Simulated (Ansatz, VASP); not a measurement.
**MgO2: VASP beside Ansatz**

```
Mg O
1.0
     1.58069    0.91261    3.38916
    -1.58069    0.91261    3.38916
     0.00000   -1.82522    3.38916
Mg O
1 2
Cartesian
  0.0000 0.0000 0.0000
  0.0000 0.0000 4.3597
  0.0000 0.0000 5.8078
```

Change from the starting cell: strain -0.015 along x and y, -0.030 along z, atoms carried along.

Alike in both runs: task single point; functional r2SCAN; k mesh 12 × 12 × 12; occupations gaussian, width 0.05 eV; no spin polarisation.

```csv
,VASP,Ansatz
version,VASP 6.6.1,Ansatz 0.2.0
potentials or method,"VASP PAW PBE potentials, release 64 (Mg, O), cutoff 520 eV","scalar-relativistic, plane waves, PAW"
valence electrons in the cell,14,22
```

Ansatz gave:

| Property | Result |
| --- | --- |
| gap on the k mesh at the Fermi level (eV) | 3.59 |
| least direct gap on the mesh (eV) | 3.59 |
| pressure (GPa) | 4.1 |
| traceless stress, the component that is largest in VASP (GPa) | 7.31 |
| rms of the force components (eV/Å) | 0.234 |

Q: Which values does VASP return?

A: gap on the k mesh at the Fermi level (eV): 3.56; least direct gap on the mesh (eV): 3.56; pressure (GPa): 3.9; traceless stress, the component that is largest in VASP (GPa): 9.17; rms of the force components (eV/Å): 0.387.

VASP's potentials were made for PBE, not for r2SCAN. Atom by atom the forces differ by 0.152 eV/Å (rms over components). VASP's potentials hold 14 valence electrons a cell and Ansatz's 22, so a difference there can come from the potentials and not from the codes.
